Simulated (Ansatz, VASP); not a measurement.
## BN: VASP beside Ansatz

File INCAR:

```
PREC = Accurate
ENCUT = 600
EDIFF = 1E-6
ISMEAR = 0
SIGMA = 0.05
LREAL = F
LASPH = T
NELM = 120
ALGO = Normal
ISIF = 2
LWAVE = F
LCHARG = F
NBANDS = 11
GGA_COMPAT = F
```

Contents of KPOINTS:

```
regular mesh
0
Gamma
  12 12 12
```

Contents of POSCAR:

```
BN
1.0
    1.2511217832      0.7223354983      3.1030996510
   -1.2511217832      0.7223354983      3.1030996510
    0.0000000000     -1.4446709967      3.1030996510
B N
1 1
Direct
    0.9996712000      0.9996712000      0.9996712000
    0.3327618000      0.3327618000      0.3327618000
```

Input for Ansatz:

```yaml
crystal:
  lattice:
    - [1.2511217832, 0.7223354983, 3.103099651]
    - [-1.2511217832, 0.7223354983, 3.103099651]
    - [0.0, -1.4446709967, 3.103099651]
  atoms:
    - { symbol: B, position: [0.9996712, 0.9996712, 0.9996712] }
    - { symbol: "N", position: [0.3327618, 0.3327618, 0.3327618] }
basis:
  ecutwfc: 420
kpoints:
  mp_grid: { grid: [12, 12, 12] }
hamiltonian:
  xc: lda
scf:
  occupations: { method: gaussian, width: 0.05 }
output:
  forces: true
  stress: true
  eigenvalues: true
```

Change from the starting cell: strain +0.000 along x and y, -0.080 along z, atoms carried along.

Alike in both runs: task single point; functional LDA; k mesh 12 × 12 × 12; occupations gaussian, width 0.05 eV; no spin polarisation.

|  | VASP | Ansatz |
| --- | --- | --- |
| version | VASP 6.6.1 | Ansatz 0.2.0 |
| potentials or method | VASP PAW LDA potentials, release 64 (B, N), cutoff 600 eV | scalar-relativistic, plane waves, PAW |
| valence electrons in the cell | 8 | 8 |

Ansatz gave:

| Property | Result |
| --- | --- |
| gap on the k mesh at the Fermi level (eV) | 3.86 |
| least direct gap on the mesh (eV) | 4.59 |
| pressure (GPa) | -3.7 |
| traceless stress, the component that is largest in VASP (GPa) | 5.17 |
| rms of the force components (eV/Å) | 0.026 |

Question: Which values does VASP return?

Answer: gap on the k mesh at the Fermi level (eV): 3.85; least direct gap on the mesh (eV): 4.58; pressure (GPa): -3.4; traceless stress, the component that is largest in VASP (GPa): 4.64; rms of the force components (eV/Å): 0.026.

LDA's correlation is that of Perdew and Zunger in VASP and of Perdew and Wang (1992) in Ansatz. Atom by atom the forces differ by 0.000 eV/Å (rms over components).
